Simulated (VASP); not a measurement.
A run of VASP 6.6.1 is set up as follows.

File INCAR:

```
PREC     = Accurate       # precision mode
ENCUT    = 840            # plane-wave cutoff, eV
EDIFF    = 1E-6           # SCF threshold, eV
ISMEAR   = -1             # smearing method
SIGMA    = 0.02           # smearing width, eV
LREAL    = False          # projectors in reciprocal space
LASPH    = True           # aspherical terms in the spheres
NELM     = 120            # most SCF steps
ALGO     = Normal         # electronic algorithm
ISIF     = 2              # what is computed and relaxed
LWAVE    = False          # write WAVECAR
LCHARG   = False          # write CHGCAR
NBANDS   = 15             # bands
GGA_COMPAT= False
```

KPOINTS

```
Automatic mesh
0
Gamma
  8 8 8
```

Contents of POSCAR:

```
MgO
1.0
    0.0000000000      2.1061000000      2.1061000000
    2.1061000000      0.0000000000      2.1061000000
    2.1061000000      2.1061000000      0.0000000000
Mg O
1 1
Direct
    0.0000000000      0.0000000000      0.0000000000
    0.5000000000      0.5000000000      0.5000000000
```

Potentials or basis: VASP PAW LDA potentials, release 64 (Mg_sv, O).

Run with:

```sh
$ cat potpaw_LDA.64/Mg_sv/POTCAR potpaw_LDA.64/O/POTCAR > POTCAR
$ mpirun -np 1 vasp_std > vasp.out
```

Q: What does it give for the pressure?

A: -5.6 GPa.

Q: Estimate the band gap on the k mesh.

A: 4.67 eV.

Caveat: the cell stands under tension. As with any semilocal functional, this LDA gap is likely too small.
